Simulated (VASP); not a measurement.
# MgS (Immm) in VASP: notebook, part 2 of 2

VASP 6.6.1. Earlier steps stand in the parts before.

**3. Single point, PBEsol (uniaxial strain along a: +4.0 %)**

File INCAR:

```
SYSTEM = MgS
  PREC = Accurate
  ENCUT = 520
  EDIFF = 1E-6
  ISMEAR = 0
  SIGMA = 0.02
  LREAL = .FALSE.
  LASPH = .TRUE.
  NELM = 80
  ALGO = Normal
  ISIF = 2
  LWAVE = .FALSE.
  LCHARG = .FALSE.
  GGA = PS
  NBANDS = 16
```

File KPOINTS:

```
regular mesh
0
G
  6 6 6
  0 0 0
```

File POSCAR:

```
MgS
1.0
    2.6946125525      2.6946125525      0.0000000000
   -2.5650638721      2.5650638721      0.0000000000
    0.0000000000      0.0000000000      5.1301277441
Mg S
2 2
Direct
    0.0000000000      0.0000000000      0.0000000000
    0.5000000000      0.5000000000      0.5000000000
    0.5000000000      0.5000000000      0.0000000000
    0.0000000000      0.0000000000      0.5000000000
```

Potentials or basis: VASP PAW PBE potentials, release 64 (Mg, S).

Run with:

```bash
> cat potpaw_PBE.64/Mg/POTCAR potpaw_PBE.64/S/POTCAR > POTCAR
> mpirun -np 1 vasp_std > vasp.out
```

OUTCAR:

```text
SYSTEM = MgS
   PREC = Accurate
   ENCUT = 520
   EDIFF = 1E-6
   ISMEAR = 0
   LREAL = .FALSE.
   LASPH = .TRUE.
   NELM = 80
   ISIF = 2
   GGA = PS

 ion  position               nearest neighbor table
   1  0.000  0.000  0.000-   4 2.57   4 2.57   3 2.63   3 2.63   3 2.63   3 2.63
   2  0.500  0.500  0.500-   3 2.57   3 2.57   4 2.63   4 2.63   4 2.63   4 2.63
   3  0.500  0.500  0.000-   2 2.57   2 2.57   1 2.63   1 2.63   1 2.63   1 2.63
   4  0.000  0.000  0.500-   1 2.57   1 2.57   2 2.63   2 2.63   2 2.63   2 2.63

  LATTYP: Found a simple orthorhombic cell.
 ALAT       =     3.6275481163
 B/A-ratio  =     1.0505050505
 C/A-ratio  =     1.4142135623

  Lattice vectors:

 A1 = (   2.5650638721,  -2.5650638721,   0.0000000000)
 A2 = (   2.6946125525,   2.6946125525,   0.0000000000)
 A3 = (   0.0000000000,   0.0000000000,   5.1301277441)

Analysis of symmetry for initial positions (statically):
=====================================================================
 Subroutine PRICEL returns following result:

  LATTYP: Found a body centered orthorhombic cell.
 ALAT       =     3.6275481163
 B/A-ratio  =     1.0505050505
 C/A-ratio  =     1.4142135623

  Lattice vectors:

 A1 = (   2.6298382123,   0.0647743402,  -2.5650638721)
 A2 = (  -2.6298382123,  -0.0647743402,  -2.5650638721)
 A3 = (   0.0647743402,   2.6298382123,   2.5650638721)

   2 primitive cells build up your supercell.

 Routine SETGRP: Setting up the symmetry group for a
 simple orthorhombic supercell.

 Subroutine GETGRP returns: Found  8 space group operations
 (whereof  8 operations were pure point group operations)
 out of a pool of  8 trial point group operations.

The static configuration has the point symmetry D_2h.

Analysis of symmetry for dynamics (positions and initial velocities):
=====================================================================
 Subroutine PRICEL returns following result:

  LATTYP: Found a body centered orthorhombic cell.
 ALAT       =     3.6275481163
[... 139 lines left out ...]
  volume/ion in A,a.u.               =      17.73       119.64
  Fermi-wavevector in a.u.,A,eV,Ry     =   0.996622  1.883343 13.514068  0.993256
  Thomas-Fermi vector in A             =   2.128723
   LORBIT       =      0    0 simple, 1 ext, 2 COOP (PROOUT), +10 PAW based schemes
   GGA     = PS    functional components
   LHFCALC =     F    Hartree Fock is set to
   AEXX    =    0.0000 exact exchange contribution
   IVDW    =     0    specifies the selected vdW correction
   LEPSILON=     F    determine dielectric tensor
   LRPA    =     F    only Hartree local field effects (RPA)
 non-spin polarized calculation
 Gauss-broadening in eV      SIGMA  =   0.02
  energy-cutoff  :      520.00
  volume of cell :       70.92
 maximum number of plane-waves:      1934
   NGX = 15   NGY = 13   NGZ = 19

 number of electron      15.9999998 magnetization

 Free energy of the ion-electron system (eV)
  ---------------------------------------------------
  ext. energy  EPLUGINS =         0.00000000
  ---------------------------------------------------
  free energy    TOTEN  =       -18.10474506 eV

  energy without entropy =      -18.10474506  energy(sigma->0) =      -18.10474506

 E-fermi :   4.0163     XC(G=0):  -9.8081

 val. band max:        3.8733634346   @ k =   0.0000   0.0000   0.0000
 cond. band min:       6.1432637710   @ k =   0.0000   0.0000   0.0000
 fundamental gap:      2.2699003365
 Fermi energy:         4.0163355748

 k-point     1 :       0.0000    0.0000    0.0000
  band No.  band energies     occupation
      1      -9.0272      2.00000
      2      -7.2887      2.00000
      3      -0.5875      2.00000
      4       1.5564      2.00000
      5       2.1677      2.00000
      6       3.4528      2.00000
[... 433 lines left out ...]
      3      -0.3986      2.00000
      4      -0.3986      2.00000
      5       1.6571      2.00000
      6       1.6571      2.00000
[... 8 lines left out ...]
     15      12.6227      0.00000
     16      12.6227      0.00000

 [... further k-points ...]

------------------------ aborting loop because EDIFF is reached ----------------------------------------

  FORCE on cell =-STRESS in cart. coord.  units (eV):
  Direction    XX          YY          ZZ          XY          YZ          ZX
  --------------------------------------------------------------------------------------
  -------------------------------------------------------------------------------------
  Total       -1.0233433     -1.0233433      0.0166203     -1.1166562      0.0000000      0.0000000
  in kB      -23.1195424    -23.1195424      0.3754894    -25.2276839      0.0000000      0.0000000
  external PRESSURE =     -15.2878652 kB  Pullay stress =       0.0000000 kB

 VOLUME and BASIS-vectors are now :
 -----------------------------------------------------------------------------
  energy-cutoff  :      520.00
  volume of cell :       70.92
      direct lattice vectors                 reciprocal lattice vectors
     2.694612553  2.694612553  0.000000000     0.185555433  0.185555433  0.000000000
    -2.565063872  2.565063872  0.000000000    -0.194926920  0.194926920  0.000000000
     0.000000000  0.000000000  5.130127744     0.000000000  0.000000000  0.194926920

 POSITION                                       TOTAL-FORCE (eV/Angst)
 -----------------------------------------------------------------------------------
      0.00000      0.00000      0.00000         0.000000      0.000000      0.000000
      0.06477      2.62984      2.56506        -0.000000      0.000000     -0.000000
      0.06477      2.62984      0.00000         0.000000     -0.000000      0.000000
      0.00000      0.00000      2.56506         0.000000      0.000000      0.000000
 -----------------------------------------------------------------------------------
    total drift:                               -0.000000      0.000000     -0.000000

  FREE ENERGIE OF THE ION-ELECTRON SYSTEM (eV)
  ---------------------------------------------------
  free  energy   TOTEN  =       -18.1047450562 eV

  energy  without entropy=      -18.1047450562  energy(sigma->0) =      -18.10474506
```

Run time: 45 s. Hardware: 1 thread of AMD EPYC 7R13 (Zen 3), shared host; peak memory 0.19 GiB.

Results:

- Free energy: -18.1047 eV
- Pressure: -1.5 GPa
- Band gap on the k mesh: 2.27 eV

Caveat: the cell differs from its parent crystal (uniaxial strain along a: +4.0 %); the PAW data sets were made with another functional, which shifts forces and pressure a little.

**4. Single point, PBEsol (uniaxial strain along a: +4.0 %, then relaxed in part)**

File INCAR:

```
PREC     = Accurate       # precision mode
ENCUT    = 520            # plane-wave cutoff, eV
EDIFF    = 1E-6           # SCF threshold, eV
ISMEAR   = 0              # smearing method
SIGMA    = 0.02           # smearing width, eV
LREAL    = False          # projectors in reciprocal space
LASPH    = True           # aspherical terms in the spheres
NELM     = 60             # most SCF steps
ALGO     = Normal         # electronic algorithm
ISIF     = 2              # what is computed and relaxed
LWAVE    = False          # write WAVECAR
LCHARG   = True           # write CHGCAR
GGA      = PS             # functional
LELF     = True           # ELF
LVHAR    = True         
NBANDS   = 16             # bands
```

File KPOINTS:

```
Automatic mesh
0
Gamma
  6 6 6
```

Changes to POSCAR since step 3:

```diff
@@ -3,4 +3,4 @@
     2.6946125525      2.6946125525      0.0000000000
-   -2.5650638721      2.5650638721      0.0000000000
-    0.0000000000      0.0000000000      5.1301277441
+   -2.5720147900      2.5720147900      0.0000000000
+    0.0000000000      0.0000000000      5.1343498763
 Mg S
```

Run with:

```bash
> cat potpaw_PBE.64/Mg/POTCAR potpaw_PBE.64/S/POTCAR > POTCAR
> mpirun -np 1 vasp_std > vasp.out
```

Run time: 45 s. Hardware: 1 thread of AMD EPYC 7R13 (Zen 3), shared host; peak memory 0.19 GiB.

The run converged. Its results:

```yaml
Free_energy: -18.1048 eV
Pressure: -1.8 GPa
Band_gap_on_the_k_mesh: 2.28 eV
```

Stress tensor (GPa, compression positive):
```
-2.57 -2.37  0.00
-2.37 -2.57  0.00
 0.00  0.00 -0.20
```

Levels at points of the mesh, in eV from the valence-band top:
```tsv
k point	band 6	band 7	band 8	band 9	band 10	band 11
(0.00, 0.00, 0.00)	-0.40	-0.33	0.00	2.28	3.24	4.06
(0.50, 0.00, 0.00)	-2.68	-0.71	-0.71	5.48	5.48	7.23
(0.00, 0.50, 0.00)	-2.55	-1.09	-1.09	4.99	4.99	7.15
(0.50, 0.50, 0.00)	-1.99	-1.78	-1.78	2.49	2.49	4.07
(0.00, 0.00, 0.50)	-1.50	-0.98	-0.98	4.59	4.59	5.40
(0.50, 0.00, 0.50)	-0.78	-0.67	-0.67	4.31	4.31	6.74
(0.00, 0.50, 0.50)	-1.04	-0.82	-0.82	3.94	3.94	6.13
(0.50, 0.50, 0.50)	-3.41	-2.72	-2.72	5.08	5.08	7.60
```

Caveat: the cell differs from its parent crystal (uniaxial strain along a: +4.0 %, then relaxed in part); the PAW data sets were made with another functional, which shifts forces and pressure a little.

**5. Summary**

```csv
cell,gap on the mesh (eV),pressure (GPa)
"a = 3.737, b = 3.650, c = 5.158 Å, 4 atoms",2.52,-1.0
"a = 3.811, b = 3.628, c = 5.130 Å, 4 atoms",2.27,-1.5
"a = 3.811, b = 3.637, c = 5.134 Å, 4 atoms",2.28,-1.8
```

Alike in all rows: task single point; level PBEsol; potentials or basis VASP PAW PBE potentials, release 64 (Mg, S); no spin polarisation; k mesh 6 × 6 × 6; cutoff (eV) 520; smearing gaussian 0.02 eV.

Caveats: the PAW data sets were made with another functional, which shifts forces and pressure a little.

Total energies depend on the potentials used, so only differences within one code and one set of settings carry meaning.
